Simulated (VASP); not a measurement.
# Au4S (P-43m) in VASP: notebook, part 3 of 3

VASP 6.6.1. The steps go on from the part before.

### 6 Single point, PBE

This run uses another cell than the first one: it holds 10 atoms, not 5.

The input, INCAR:

```
SYSTEM = Au4S
  PREC = Accurate
  ENCUT = 520
  EDIFF = 1E-7
  ISMEAR = 0
  SIGMA = 0.1
  LREAL = .FALSE.
  LASPH = .TRUE.
  NELM = 80
  ALGO = Normal
  ISIF = 2
  LWAVE = .FALSE.
  LCHARG = .TRUE.
  GGA = PE
  LELF = .TRUE.
  LVHAR = .TRUE.
  NBANDS = 61
```

The input, KPOINTS:

```
regular mesh
0
G
  4 4 2
  0 0 0
```

The input, POSCAR:

```
Au4S
1.0
    0.0000000000      4.6891888225      0.0000000000
    0.0000000000      0.0000000000      4.6891888225
    9.3783776449      0.0000000000      0.0000000000
S Au
2 8
Direct
    0.0000000000      0.0000000000      0.5000000000
    0.0000000000      0.0000000000      1.0000000000
    0.2909716799      0.2909716799      0.1454858400
    0.2909716799      0.2909716799      0.6454858400
    0.7090283201      0.2909716799      0.3545141600
    0.7090283201      0.2909716799      0.8545141600
    0.2909716799      0.7090283201      0.3545141600
    0.2909716799      0.7090283201      0.8545141600
    0.7090283201      0.7090283201      0.1454858400
    0.7090283201      0.7090283201      0.6454858400
```

Potentials or basis: VASP PAW PBE potentials, release 64 (S, Au).

Started as:

```console
$ cat potpaw_PBE.64/S/POTCAR potpaw_PBE.64/Au/POTCAR > POTCAR
$ mpirun -np 1 vasp_std > vasp.out
```

OUTCAR:

```text
SYSTEM = Au4S
   PREC = Accurate
   ENCUT = 520
   EDIFF = 1E-7
   ISMEAR = 0
   LREAL = .FALSE.
   LASPH = .TRUE.
   NELM = 80
   ISIF = 2
   GGA = PE

 ion  position               nearest neighbor table
   1  0.000  0.000  0.500-   4 2.36   5 2.36   7 2.36  10 2.36
   2  0.000  0.000  0.000-   3 2.36   6 2.36   8 2.36   9 2.36
   3  0.291  0.291  0.145-   2 2.36   5 2.77   7 2.77   9 2.77   7 3.36   5 3.36   9 3.36   9 3.36
                             8 3.36   6 3.36
   4  0.291  0.291  0.645-   1 2.36   6 2.77   8 2.77  10 2.77   8 3.36   6 3.36  10 3.36  10 3.36
                             5 3.36   7 3.36
   5  0.709  0.291  0.355-   1 2.36   3 2.77   9 2.77   7 2.77   3 3.36   9 3.36   7 3.36   7 3.36
                             4 3.36  10 3.36
   6  0.709  0.291  0.855-   2 2.36   4 2.77  10 2.77   8 2.77   4 3.36  10 3.36   8 3.36   8 3.36
                             9 3.36   3 3.36
   7  0.291  0.709  0.355-   1 2.36   3 2.77   9 2.77   5 2.77   3 3.36   9 3.36   5 3.36   5 3.36
                             4 3.36  10 3.36
   8  0.291  0.709  0.855-   2 2.36   4 2.77  10 2.77   6 2.77   4 3.36  10 3.36   6 3.36   6 3.36
                             9 3.36   3 3.36
   9  0.709  0.709  0.145-   2 2.36   5 2.77   7 2.77   3 2.77   7 3.36   5 3.36   3 3.36   3 3.36
                             6 3.36   8 3.36
  10  0.709  0.709  0.645-   1 2.36   6 2.77   8 2.77   4 2.77   8 3.36   6 3.36   4 3.36   4 3.36
                             7 3.36   5 3.36

  LATTYP: Found a simple tetragonal cell.
 ALAT       =     4.6891888225
 C/A-ratio  =     2.0000000000

  Lattice vectors:

 A1 = (   0.0000000000,   4.6891888225,   0.0000000000)
 A2 = (   0.0000000000,   0.0000000000,   4.6891888225)
 A3 = (   9.3783776449,   0.0000000000,   0.0000000000)

Analysis of symmetry for initial positions (statically):
=====================================================================
 Subroutine PRICEL returns following result:

  LATTYP: Found a simple cubic cell.
 ALAT       =     4.6891888225

  Lattice vectors:

 A1 = (   0.0000000000,   4.6891888225,   0.0000000000)
 A2 = (   0.0000000000,   0.0000000000,   4.6891888225)
 A3 = (   4.6891888225,   0.0000000000,   0.0000000000)

   2 primitive cells build up your supercell.

 Routine SETGRP: Setting up the symmetry group for a
 simple tetragonal supercell.

 Subroutine GETGRP returns: Found  8 space group operations
 (whereof  8 operations were pure point group operations)
 out of a pool of 16 trial point group operations.

The static configuration has the point symmetry D_2d.

Analysis of symmetry for dynamics (positions and initial velocities):
=====================================================================
 Subroutine PRICEL returns following result:

  LATTYP: Found a simple cubic cell.
 ALAT       =     4.6891888225

  Lattice vectors:

 A1 = (   0.0000000000,   4.6891888225,   0.0000000000)
 A2 = (   0.0000000000,   0.0000000000,   4.6891888225)
 A3 = (   4.6891888225,   0.0000000000,   0.0000000000)

[... 76 lines left out ...]
  0.500000  0.250000  0.000000      4.000000
  0.500000  0.500000  0.000000      1.000000
  0.000000  0.000000  0.500000      1.000000
  0.250000  0.000000  0.500000      4.000000
  0.500000  0.000000  0.500000      2.000000
  0.250000  0.250000  0.500000      4.000000
  0.500000  0.250000  0.500000      4.000000
  0.500000  0.500000  0.500000      1.000000
   k-points           NKPTS =     12   k-points in BZ     NKDIM =     12   number of bands    NBANDS=     61
   number of dos      NEDOS =    301   number of ions     NIONS =     10
   total plane-waves  NPLWV =  90720
   dimension x,y,z NGX =    36 NGY =   36 NGZ =   70
   dimension x,y,z NGXF=    72 NGYF=   72 NGZF=  140
   ions per type =               2   8
   NGX,Y,Z   is equivalent  to a cutoff of  12.76, 12.76, 12.41 a.u.
   NGXF,Y,Z  is equivalent  to a cutoff of  25.53, 25.53, 24.82 a.u.
 SYSTEM =  Au4S
   PREC   = accura    normal or accurate (medium, high low for compatibility)
   ISTART =      0    job   : 0-new  1-cont  2-samecut
   ICHARG =      2    charge: 1-file 2-atom 10-const
   ISPIN  =      1    spin polarized calculation?
   LNONCOLLINEAR =      F non collinear calculations
   LSORBIT =      F    spin-orbit coupling
   LASPH  =      T    aspherical Exc in radial PAW
   ENCUT  =  520.0 eV  38.22 Ry    6.18 a.u.   8.72  8.72 17.44*2*pi/ulx,y,z
   NELM   =     80;   NELMIN=  2; NELMDL= -5     # of ELM steps
   EDIFF  = 0.1E-06   stopping-criterion for ELM
   LREAL  =      F    real-space projection
   EDIFFG = 0.1E-05   stopping-criterion for IOM
   NSW    =      0    number of steps for IOM
   IBRION =     -1    ionic relax: 0-MD 1-quasi-New 2-CG
   NFREE  =      0    steps in history (QN), initial steepest desc. (CG)
   ISIF   =      2    stress and relaxation
   ISYM   =      2    0-nonsym 1-usesym 2-fastsym
   POTIM  = 0.5000    time-step for ionic-motion
   TEBEG  =    0.0;   TEEND  =   0.0 temperature during run
   PSTRESS=    0.0 pullay stress
   NELECT =     100.0000    total number of electrons
   NUPDOWN=      -1.0000    fix difference up-down
   EMIN   =  10.00;   EMAX   =-10.00  energy-range for DOS
   EFERMI =   0.00;   METHOD = LEGACY
   ISMEAR =     0;   SIGMA  =   0.10  broadening in eV -4-tet -1-fermi 0-gaus
   EFERMI_NEDOS =   21; number of points for ismear=-14 and -15
   IALGO  =     38    algorithm
   IMIX   =      4    mixing-type and parameters
     AMIX     =   0.40;   BMIX     =  1.00
     AMIX_MAG =   1.60;   BMIX_MAG =  1.00
  volume/ion in A,a.u.               =      20.62       139.16
  Fermi-wavevector in a.u.,A,eV,Ry     =   1.286176  2.430520 22.507424  1.654249
  Thomas-Fermi vector in A             =   2.418266
   LORBIT       =      0    0 simple, 1 ext, 2 COOP (PROOUT), +10 PAW based schemes
   GGA     = PE    functional components
   LHFCALC =     F    Hartree Fock is set to
   AEXX    =    0.0000 exact exchange contribution
   IVDW    =     0    specifies the selected vdW correction
   LEPSILON=     F    determine dielectric tensor
   LRPA    =     F    only Hartree local field effects (RPA)
 non-spin polarized calculation
 Gauss-broadening in eV      SIGMA  =   0.10
  energy-cutoff  :      520.00
  volume of cell :      206.22
 maximum number of plane-waves:      5596
 NGX is ok and might be reduce to    36

 number of electron     100.0000000 magnetization

 number of electron      99.9999998 magnetization

 Free energy of the ion-electron system (eV)
  ---------------------------------------------------
  ext. energy  EPLUGINS =         0.00000000
  ---------------------------------------------------
  free energy    TOTEN  =       -33.54528115 eV

  energy without entropy =      -33.54445211  energy(sigma->0) =      -33.54486663

 E-fermi :   5.6928     XC(G=0): -11.0623

 val. band max:        5.5120296886   @ k =   0.5000   0.0000   0.0000
 cond. band min:       5.8541721541   @ k =   0.5000   0.5000   0.0000
 fundamental gap:      0.3421424656
 Fermi energy:         5.6928252783

 k-point     1 :       0.0000    0.0000    0.0000
  band No.  band energies     occupation
      1      -7.8432      2.00000
      2      -7.6762      2.00000
      3      -1.4403      2.00000
      4      -0.2018      2.00000
      5      -0.2018      2.00000
      6      -0.2018      2.00000
[... 757 lines left out ...]
     60      11.6654      0.00000
     61      11.6654      0.00000

------------------------ aborting loop because EDIFF is reached ----------------------------------------

  FORCE on cell =-STRESS in cart. coord.  units (eV):
  Direction    XX          YY          ZZ          XY          YZ          ZX
  --------------------------------------------------------------------------------------
  -------------------------------------------------------------------------------------
  Total       -0.2105182     -0.2100636     -0.2100636      0.0000000      0.0000000      0.0000000
  in kB       -1.6355996     -1.6320680     -1.6320680      0.0000000      0.0000000      0.0000000
  external PRESSURE =      -1.6332452 kB  Pullay stress =       0.0000000 kB

 VOLUME and BASIS-vectors are now :
 -----------------------------------------------------------------------------
  energy-cutoff  :      520.00
  volume of cell :      206.22
      direct lattice vectors                 reciprocal lattice vectors
     0.000000000  4.689188823  0.000000000     0.000000000  0.213256501  0.000000000
     0.000000000  0.000000000  4.689188823     0.000000000  0.000000000  0.213256501
     9.378377645  0.000000000  0.000000000     0.106628250  0.000000000  0.000000000

 POSITION                                       TOTAL-FORCE (eV/Angst)
 -----------------------------------------------------------------------------------
      4.68919      0.00000      0.00000         0.000000      0.000000      0.000000
      0.00000      0.00000      0.00000         0.000000      0.000000      0.000000
      1.36442      1.36442      1.36442         0.008417      0.008411      0.008411
      6.05361      1.36442      1.36442         0.008417      0.008411      0.008411
      3.32477      3.32477      1.36442        -0.008417     -0.008411      0.008411
      8.01396      3.32477      1.36442        -0.008417     -0.008411      0.008411
      3.32477      1.36442      3.32477        -0.008417      0.008411     -0.008411
      8.01396      1.36442      3.32477        -0.008417      0.008411     -0.008411
      1.36442      3.32477      3.32477         0.008417     -0.008411     -0.008411
      6.05361      3.32477      3.32477         0.008417     -0.008411     -0.008411
 -----------------------------------------------------------------------------------
    total drift:                               -0.000000     -0.000000     -0.000000

  FREE ENERGIE OF THE ION-ELECTRON SYSTEM (eV)
  ---------------------------------------------------
  free  energy   TOTEN  =       -33.5452811536 eV

  energy  without entropy=      -33.5444521076  energy(sigma->0) =      -33.54486663
```

It took 3 min on 1 thread of Oxide Virtual Turin-like, shared host; peak memory 0.31 GiB.

Results:

| Property | Result |
| --- | --- |
| Free energy | -33.5453 eV |
| Pressure | -0.2 GPa |
| Largest force | 0.015 eV/Å |
| Band gap on the k mesh | 0.34 eV |

Forces in eV/Å, atoms in the order of the input:
```
S    0.000  0.000  0.000
S    0.000  0.000  0.000
Au   0.008  0.008  0.008
Au   0.008  0.008  0.008
Au  -0.008 -0.008  0.008
Au  -0.008 -0.008  0.008
Au  -0.008  0.008 -0.008
Au  -0.008  0.008 -0.008
Au   0.008 -0.008 -0.008
Au   0.008 -0.008 -0.008
```

Caveat: spin-orbit coupling is left out, which moves the levels of the heavy elements.

### 7 Single point, PBE, collinear spin, ferromagnetic start

This run uses another cell than the first one, of 31.08 Å³/atom, 1.503 times its volume.

The input, INCAR:

```
PREC     = Accurate       # precision mode
ENCUT    = 520            # plane-wave cutoff, eV
EDIFF    = 1E-6           # SCF threshold, eV
ISMEAR   = 0              # smearing method
SIGMA    = 0.1            # smearing width, eV
LREAL    = F              # projectors in reciprocal space
LASPH    = T              # aspherical terms in the spheres
NELM     = 150            # most SCF steps
ALGO     = Normal         # electronic algorithm
ISIF     = 2              # what is computed and relaxed
LWAVE    = F              # write WAVECAR
LCHARG   = T              # write CHGCAR
ISPIN    = 2              # spin polarisation
MAGMOM   = 0 1 1 1 1      # initial moments
LORBIT   = 11             # projections on sites
LMAXMIX  = 4              # l up to which the mixer works
GGA      = PE             # functional
LELF     = T              # ELF
LVHAR    = T            
NBANDS   = 37             # bands
```

The input, KPOINTS:

```
regular mesh
0
Gamma
  4 4 4
```

The input, POSCAR:

```
Au4S
1.0
    5.3762857100      0.0000000000      0.0000000000
    0.0000000000      5.3762857100      0.0000000000
    0.0000000000      0.0000000000      5.3762857100
S Au
1 4
Direct
    0.0000000000      0.0000000000      0.0000000000
    0.2500000000      0.2500000000      0.2500000000
    0.7500000000      0.7500000000      0.2500000000
    0.7500000000      0.2500000000      0.7500000000
    0.2500000000      0.7500000000      0.7500000000
```

Started as:

```console
$ cat potpaw_PBE.64/S/POTCAR potpaw_PBE.64/Au/POTCAR > POTCAR
$ mpirun -np 1 vasp_std > vasp.out
```

Wall time 3 min (1 thread of Oxide Virtual Turin-like, shared host); peak memory 0.29 GiB.

The run converged. Its results:

| Quantity | Value |
| --- | --- |
| Free energy | -12.9917 eV |
| Pressure | -6.2 GPa |
| Band gap on the k mesh | zero (filled and empty bands overlap) |
| Net moment | 0.00 μB per cell |
| Valence electrons inside the program's atomic spheres | S 3.57; Au 9.51 |

Levels at points of the mesh, in eV from the Fermi level:
Spin up:
```csv
k point,band 22,band 23,band 24,band 25,band 26,band 27,band 28,band 29
"(0.00, 0.00, 0.00)",-1.77,-0.64,-0.64,-0.64,2.35,2.35,2.60,2.60
"(0.50, 0.00, 0.00)",-1.91,-0.65,-0.65,-0.11,-0.01,2.75,2.75,4.22
"(0.50, 0.50, 0.00)",-1.62,-1.62,-0.83,-0.38,1.49,2.18,2.18,4.46
"(0.50, 0.50, 0.50)",-1.15,-1.15,-1.15,0.38,0.65,0.65,0.65,4.30
```
Spin down:
```
           k point  band 21  band 22  band 23  band 24  band 25  band 26  band 27  band 28  band 29  band 30
(0.00, 0.00, 0.00)    -1.77    -1.77    -0.64    -0.64    -0.64     2.35     2.35     2.60     2.60     2.60
(0.50, 0.00, 0.00)    -1.91    -1.91    -0.65    -0.65    -0.11    -0.01     2.75     2.75     4.22     4.57
(0.50, 0.50, 0.00)    -1.70    -1.62    -1.62    -0.83    -0.38     1.49     2.18     2.18     4.46     4.46
(0.50, 0.50, 0.50)    -1.82    -1.15    -1.15    -1.15     0.38     0.65     0.65     0.65     4.30     4.30
```

Caveat: spin-orbit coupling is left out, which moves the levels of the heavy elements.

### 8 The runs side by side

| task | spin | cell | k mesh | cutoff (eV) | smearing | gap on the mesh (eV) | pressure (GPa) | largest force (eV/Å) |
| --- | --- | --- | --- | --- | --- | --- | --- | --- |
| single point | off | a = 4.694 Å, 5 atoms | 4 × 4 × 4 | 520 | gaussian 0.1 eV | 0.35 | -0.4 | 0.06 |
| single point | off | a = 5.376 Å, 5 atoms | 4 × 4 × 4 | 520 | gaussian 0.1 eV | none | -6.2 | - |
| single point | off | a = 4.689 Å, 5 atoms | 8 × 8 × 8 | 520 | gaussian 0.02 eV | 0.34 | -0.2 | - |
| relaxation of cell and atoms | off | relaxed from a = 5.376 Å, 5 atoms | 4 × 4 × 4 | 600 | gaussian 0.1 eV | 0.34 | 0.0 | - |
| single point | off | a = 4.689, b = 4.689, c = 9.378 Å, 10 atoms | 4 × 4 × 2 | 520 | gaussian 0.1 eV | 0.34 | -0.2 | 0.01 |
| single point | collinear, ferromagnetic start | a = 5.376 Å, 5 atoms | 4 × 4 × 4 | 520 | gaussian 0.1 eV | none | -6.2 | - |

Alike in all rows: level PBE; potentials or basis VASP PAW PBE potentials, release 64 (S, Au).

Caveats: spin-orbit coupling is left out, which moves the levels of the heavy elements; the volume moved by over 15 % at a fixed basis, so the end points are rough (some runs).

Total energies depend on the potentials used, so only differences within one code and one set of settings carry meaning.
